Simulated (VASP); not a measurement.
# ZrC (Immm) in VASP: single point with PBE

Aim: the single point of ZrC with PBE.

Everything below comes from runs of VASP 6.6.1. Logs are shortened: lines on timing, memory, paths and dates and some standing lists are left out, and cuts for length are marked.

### Step 1. The cell of the first run

The typed cell holds 16 atoms: a = 5.763 Å, b = 6.658 Å, c = 5.764 Å, α = 90.00°, β = 70.64°, γ = 90.00°.

### Step 2. Single point, PBE

File INCAR:

```
SYSTEM = ZrC
  PREC = Accurate
  ENCUT = 520
  EDIFF = 1E-6
  ISMEAR = 0
  SIGMA = 0.05
  LREAL = Auto
  LASPH = .True.
  NELM = 80
  ALGO = Normal
  ISIF = 2
  LWAVE = .False.
  LCHARG = .True.
  GGA = PE
  LELF = .True.
  LVHAR = .True.
  NBANDS = 78
```

File KPOINTS:

```
Automatic mesh
0
Gamma
  4 4 4
  0 0 0
```

File POSCAR:

```
ZrC
1.0
    5.6813699470      0.0000175935      0.9690006325
    0.0000175935      6.6575976608     -0.0000200910
    0.9690006325     -0.0000200910      5.6815552742
Zr C
8 8
Direct
   -0.0090812405      0.1274562244     -0.0010410185
   -0.0090780425     -0.1225296433      0.4989535578
   -0.0090745698      0.6274602258     -0.0010333126
   -0.0090687308      0.3774636152      0.4989561292
    0.4909227988     -0.1225316281     -0.0010352881
    0.4909194067      0.1274638376      0.4989708344
    0.4909314737      0.3774727167     -0.0010377526
    0.4909191313      0.6274601438      0.4989694893
    0.2409139910      0.1274611824      0.2489539727
    0.2409333150      0.3774720290      0.7489568378
    0.2409212928      0.6274600053      0.2489655775
    0.2409265381      0.8774716180      0.7489473009
    0.7409344597      0.3774653803      0.2489483798
    0.7409111609      0.1274621859      0.7489548349
    0.7409230924      0.8774677644      0.2489512055
    0.7409247237      0.6274645867      0.7489556724
```

Potentials or basis: VASP PAW PBE potentials, release 64 (Zr_sv, C).

Command:

```bash
$ cat potpaw_PBE.64/Zr_sv/POTCAR potpaw_PBE.64/C/POTCAR > POTCAR
$ mpirun -np 1 vasp_std > vasp.out
```

OUTCAR:

```text
SYSTEM = ZrC
   PREC = Accurate
   ENCUT = 520
   EDIFF = 1E-6
   ISMEAR = 0
   LREAL = Auto
   LASPH = .True.
   NELM = 80
   ISIF = 2
   GGA = PE

 ion  position               nearest neighbor table
   1  0.991  0.127  0.999-   9 2.35  14 2.35  15 2.35  12 2.35  13 2.35  10 2.36   5 3.33   7 3.33
                             5 3.33   2 3.33   2 3.33   4 3.33   4 3.33   7 3.33   3 3.33   3 3.33
   2  0.991  0.877  0.499-  12 2.35  15 2.35   9 2.35  14 2.36  11 2.36  16 2.36   6 3.33   6 3.33
                             1 3.33   8 3.33   3 3.33   8 3.33   1 3.33   3 3.33   4 3.33   4 3.33
   3  0.991  0.627  0.999-  11 2.35  16 2.35  13 2.35  10 2.35  15 2.36  12 2.36   7 3.33   7 3.33
                             5 3.33   2 3.33   4 3.33   5 3.33   4 3.33   2 3.33   1 3.33   1 3.33
   4  0.991  0.377  0.499-  10 2.35  13 2.35  11 2.35   9 2.35  16 2.36  14 2.36   6 3.33   8 3.33
                             8 3.33   3 3.33   6 3.33   1 3.33   3 3.33   1 3.33   2 3.33   2 3.33
   5  0.491  0.877  0.999-  15 2.35  12 2.35   9 2.35  14 2.36  16 2.36  11 2.36   1 3.33   1 3.33
                             3 3.33   3 3.33   6 3.33   8 3.33   6 3.33   8 3.33   7 3.33   7 3.33
   6  0.491  0.127  0.499-  14 2.35   9 2.35  12 2.35  10 2.35  15 2.36  13 2.36   2 3.33   4 3.33
                             2 3.33   4 3.33   5 3.33   7 3.33   5 3.33   7 3.33   8 3.33   8 3.33
   7  0.491  0.377  0.999-  13 2.35  10 2.35  11 2.35  16 2.35  14 2.36   9 2.36   3 3.33   3 3.33
                             1 3.33   8 3.33   8 3.33   6 3.33   1 3.33   6 3.33   5 3.33   5 3.33
   8  0.491  0.627  0.499-  16 2.35  11 2.35  10 2.35  12 2.35  13 2.36  15 2.36   4 3.33   4 3.33
                             2 3.33   7 3.33   2 3.33   7 3.33   5 3.33   5 3.33   6 3.33   6 3.33
   9  0.241  0.127  0.249-   1 2.35   6 2.35   2 2.35   5 2.35   4 2.35   7 2.36
  10  0.241  0.377  0.749-   4 2.35   7 2.35   8 2.35   6 2.35   3 2.35   1 2.36
  11  0.241  0.627  0.249-   3 2.35   8 2.35   4 2.35   7 2.35   2 2.36   5 2.36
  12  0.241  0.877  0.749-   2 2.35   5 2.35   6 2.35   1 2.35   8 2.35   3 2.36
  13  0.741  0.377  0.249-   7 2.35   4 2.35   3 2.35   1 2.35   8 2.36   6 2.36
  14  0.741  0.127  0.749-   6 2.35   1 2.35   5 2.36   2 2.36   7 2.36   4 2.36
  15  0.741  0.877  0.249-   5 2.35   2 2.35   1 2.35   3 2.36   6 2.36   8 2.36
  16  0.741  0.627  0.749-   8 2.35   3 2.35   7 2.35   4 2.36   5 2.36   2 2.36

  LATTYP: Found a simple monoclinic cell.
 ALAT       =     5.7634127651
 B/A-ratio  =     1.1551485087
 C/A-ratio  =     1.0000316981
 COS(beta)  =    -0.3314675322

  Lattice vectors:

 A1 = (   5.6813699470,   0.0000175935,   0.9690006325)
 A2 = (  -0.0000175935,  -6.6575976608,   0.0000200910)
 A3 = (  -0.9690006325,   0.0000200910,  -5.6815552742)

Analysis of symmetry for initial positions (statically):
=====================================================================
 Subroutine PRICEL returns:
 Original cell was already a primitive cell.

 Routine SETGRP: Setting up the symmetry group for a
 simple monoclinic supercell.

 Subroutine GETGRP returns: Found  1 space group operations
 (whereof  1 operations were pure point group operations)
 out of a pool of  4 trial point group operations.

The static configuration has the point symmetry C_1 .

Analysis of symmetry for dynamics (positions and initial velocities):
=====================================================================
 Subroutine PRICEL returns:
 Original cell was already a primitive cell.

 Routine SETGRP: Setting up the symmetry group for a
 simple monoclinic supercell.

 Subroutine GETGRP returns: Found  1 space group operations
 (whereof  1 operations were pure point group operations)
 out of a pool of  4 trial point group operations.

The dynamic configuration has the point symmetry C_1 .

 Subroutine INISYM returns: Found  1 space group operations
 (whereof  1 operations are pure point group operations),
 and found     1 'primitive' translations

----------------------------------------------------------------------------------------

                                     Primitive cell

  volume of cell :     208.6495

  direct lattice vectors                    reciprocal lattice vectors
     5.681369947  0.000017594  0.969000633     0.181287341 -0.000000572 -0.030918919
     0.000017594  6.657597661 -0.000020091    -0.000000572  0.150204331  0.000000629
     0.969000633 -0.000020091  5.681555274    -0.030918919  0.000000629  0.181281428

  length of vectors
     5.763412765  6.657597661  5.763595454     0.183905083  0.150204331  0.183899254

  position of ions in fractional coordinates (direct lattice)
     0.990918759  0.127456224  0.998958982
     0.990921957  0.877470357  0.498953558
     0.990925430  0.627460226  0.998966687
     0.990931269  0.377463615  0.498956129
     0.490922799  0.877468372  0.998964712
     0.490919407  0.127463838  0.498970834
[... 45 lines left out ...]
  Length of vectors
     0.045976271  0.037551083  0.045974814

  Shift w.r.t. Gamma in fractional coordinates (k-lattice)
     0.000000000  0.000000000  0.000000000

 Subroutine IBZKPT returns following result:
 ===========================================

 Found     36 irreducible k-points:

 Following reciprocal coordinates:
            Coordinates               Weight
  0.000000  0.000000  0.000000      1.000000
  0.250000 -0.000000 -0.000000      2.000000
  0.500000 -0.000000 -0.000000      1.000000
 -0.000000  0.250000  0.000000      2.000000
  0.250000  0.250000 -0.000000      2.000000
 -0.250000  0.250000  0.000000      2.000000
[... 16 lines left out ...]
 -0.000000  0.500000  0.250000      2.000000
  0.250000  0.500000  0.250000      2.000000
 [... further k-points ...]
   k-points           NKPTS =     36   k-points in BZ     NKDIM =     36   number of bands    NBANDS=     78
   number of dos      NEDOS =    301   number of ions     NIONS =     16
   total plane-waves  NPLWV = 115200
   dimension x,y,z NGX =    48 NGY =   50 NGZ =   48
   dimension x,y,z NGXF=    96 NGYF=  100 NGZF=   96
   ions per type =               8   8
   NGX,Y,Z   is equivalent  to a cutoff of  13.85, 12.49, 13.85 a.u.
   NGXF,Y,Z  is equivalent  to a cutoff of  27.69, 24.97, 27.69 a.u.
 SYSTEM =  ZrC
   PREC   = accura    normal or accurate (medium, high low for compatibility)
   ISTART =      0    job   : 0-new  1-cont  2-samecut
   ICHARG =      2    charge: 1-file 2-atom 10-const
   ISPIN  =      1    spin polarized calculation?
   LNONCOLLINEAR =      F non collinear calculations
   LSORBIT =      F    spin-orbit coupling
   LASPH  =      T    aspherical Exc in radial PAW
   ENCUT  =  520.0 eV  38.22 Ry    6.18 a.u.  10.72 12.38 10.72*2*pi/ulx,y,z
   NELM   =     80;   NELMIN=  2; NELMDL= -5     # of ELM steps
   EDIFF  = 0.1E-05   stopping-criterion for ELM
   LREAL  =      T    real-space projection
   EDIFFG = 0.1E-04   stopping-criterion for IOM
   NSW    =      0    number of steps for IOM
   IBRION =     -1    ionic relax: 0-MD 1-quasi-New 2-CG
   NFREE  =      0    steps in history (QN), initial steepest desc. (CG)
   ISIF   =      2    stress and relaxation
   ISYM   =      2    0-nonsym 1-usesym 2-fastsym
   POTIM  = 0.5000    time-step for ionic-motion
   TEBEG  =    0.0;   TEEND  =   0.0 temperature during run
   PSTRESS=    0.0 pullay stress
   NELECT =     128.0000    total number of electrons
   NUPDOWN=      -1.0000    fix difference up-down
   EMIN   =  10.00;   EMAX   =-10.00  energy-range for DOS
   EFERMI =   0.00;   METHOD = LEGACY
   ISMEAR =     0;   SIGMA  =   0.05  broadening in eV -4-tet -1-fermi 0-gaus
   EFERMI_NEDOS =   21; number of points for ismear=-14 and -15
   IALGO  =     38    algorithm
   IMIX   =      4    mixing-type and parameters
     AMIX     =   0.40;   BMIX     =  1.00
     AMIX_MAG =   1.60;   BMIX_MAG =  1.00
  volume/ion in A,a.u.               =      13.04        88.00
  Fermi-wavevector in a.u.,A,eV,Ry     =   1.391038  2.628681 26.327100  1.934987
  Thomas-Fermi vector in A             =   2.514916
   LORBIT       =      0    0 simple, 1 ext, 2 COOP (PROOUT), +10 PAW based schemes
   GGA     = PE    functional components
   LHFCALC =     F    Hartree Fock is set to
   AEXX    =    0.0000 exact exchange contribution
   IVDW    =     0    specifies the selected vdW correction
   LEPSILON=     F    determine dielectric tensor
   LRPA    =     F    only Hartree local field effects (RPA)
 non-spin polarized calculation
 Gauss-broadening in eV      SIGMA  =   0.05
  energy-cutoff  :      520.00
  volume of cell :      208.65
 maximum number of plane-waves:      5650
 NGX is ok and might be reduce to    48
   NGX = 21   NGY = 25   NGZ = 21

 number of electron     128.0000001 magnetization

 Free energy of the ion-electron system (eV)
  ---------------------------------------------------
  ext. energy  EPLUGINS =         0.00000000
  ---------------------------------------------------
  free energy    TOTEN  =      -155.72129558 eV

  energy without entropy =     -155.71904711  energy(sigma->0) =     -155.72017134

 E-fermi :   9.5247     XC(G=0): -12.1108

 val. band max:        9.5004969658   @ k =   0.2500   0.0000   0.2500
 cond. band min:       9.5340840248   @ k =  -0.0000   0.2500   0.0000
 fundamental gap:      0.0335870590
 Fermi energy:         9.5247494029

 k-point     1 :       0.0000    0.0000    0.0000
  band No.  band energies     occupation
      1     -38.5589      2.00000
      2     -38.4597      2.00000
      3     -38.4597      2.00000
      4     -38.4596      2.00000
      5     -38.4596      2.00000
      6     -38.4269      2.00000
[... 1885 lines left out ...]
     75      12.3348      0.00000
     76      12.3348      0.00000

 [... further k-points ...]

 [bands above 76 left out]

------------------------ aborting loop because EDIFF is reached ----------------------------------------

  FORCE on cell =-STRESS in cart. coord.  units (eV):
  Direction    XX          YY          ZZ          XY          YZ          ZX
  --------------------------------------------------------------------------------------
  -------------------------------------------------------------------------------------
  Total        0.3510405      0.4222073      0.2939458     -0.0030346      0.0052585      0.0478018
  in kB        2.6955696      3.2420447      2.2571506     -0.0233024      0.0403793      0.3670603
  external PRESSURE =       2.7315883 kB  Pullay stress =       0.0000000 kB

 VOLUME and BASIS-vectors are now :
 -----------------------------------------------------------------------------
  energy-cutoff  :      520.00
  volume of cell :      208.65
      direct lattice vectors                 reciprocal lattice vectors
     5.681369947  0.000017594  0.969000633     0.181287341 -0.000000572 -0.030918919
     0.000017594  6.657597661 -0.000020091    -0.000000572  0.150204331  0.000000629
     0.969000633 -0.000020091  5.681555274    -0.030918919  0.000000629  0.181281428

 POSITION                                       TOTAL-FORCE (eV/Angst)
 -----------------------------------------------------------------------------------
      6.59777      0.84855      6.63584         0.001134      0.000200     -0.001164
      6.11330      5.84185      3.79502         0.001147     -0.001864     -0.000232
      6.59782      4.17738      6.63588         0.000518     -0.000396     -0.001940
      6.11334      2.51301      3.79505         0.000485     -0.000957     -0.000783
      3.75713      5.84182      6.15136         0.000991     -0.001406     -0.001239
      3.27260      0.84860      3.31063         0.000860     -0.000640     -0.002124
[... 8 lines left out ...]
      4.45071      5.84184      2.13237        -0.001782     -0.001857     -0.000108
      4.93522      4.17740      4.97318        -0.000029      0.003568      0.002775
 -----------------------------------------------------------------------------------
    total drift:                               -0.019687      0.015330      0.019690

  FREE ENERGIE OF THE ION-ELECTRON SYSTEM (eV)
  ---------------------------------------------------
  free  energy   TOTEN  =      -155.7212955760 eV

  energy  without entropy=     -155.7190471101  energy(sigma->0) =     -155.72017134
```

Run time: 31 min. Hardware: 1 thread of Intel Xeon 8259CL, shared host; peak memory 0.55 GiB.

Results:

```yaml
Free_energy: -155.7213 eV
Pressure: 0.3 GPa
Largest_force: 0.005 eV/Å
Band_gap_on_the_k_mesh: zero (bands 64 and 65 overlap by 1.30 eV)
```

Forces in eV/Å, atoms in the order of the input:
```
Zr   0.001  0.000 -0.001
Zr   0.001 -0.002  0.000
Zr   0.001  0.000 -0.002
Zr   0.000 -0.001 -0.001
Zr   0.001 -0.001 -0.001
Zr   0.001 -0.001 -0.002
Zr   0.001 -0.002 -0.001
Zr   0.001  0.000 -0.002
C    0.000  0.004  0.003
C   -0.002 -0.002  0.000
C    0.000  0.004  0.002
C   -0.002 -0.002  0.000
C   -0.002 -0.002  0.000
C    0.001  0.004  0.003
C   -0.002 -0.002  0.000
C    0.000  0.004  0.003
```

Levels at points of the mesh, in eV from the Fermi level:
```csv
k point,band 60,band 61,band 62,band 63,band 64,band 65,band 66,band 67,band 68,band 69
"(0.00, 0.00, 0.00)",-1.71,0.08,0.09,0.96,0.97,0.97,1.12,1.13,1.14,2.83
"(0.50, 0.00, 0.00)",-1.72,-1.71,-1.71,-1.71,-1.71,1.61,1.61,1.62,1.62,1.62
"(0.00, 0.50, 0.00)",-1.54,-1.43,-1.43,-0.98,-0.98,1.53,1.53,1.68,1.68,2.76
"(0.50, 0.50, 0.00)",-1.69,-1.65,-1.65,-1.65,-1.65,1.40,1.40,1.40,1.40,3.30
"(0.00, 0.00, 0.50)",-1.72,-1.71,-1.71,-1.71,-1.71,1.61,1.61,1.62,1.62,1.62
"(0.50, 0.00, 0.50)",-0.56,-0.35,-0.35,-0.34,-0.34,0.09,0.09,0.09,0.09,3.17
"(0.00, 0.50, 0.50)",-1.69,-1.65,-1.65,-1.65,-1.65,1.40,1.40,1.40,1.40,3.30
"(0.50, 0.50, 0.50)",-1.92,-1.45,-1.45,-1.45,-1.45,1.17,1.17,1.17,1.17,1.98
```
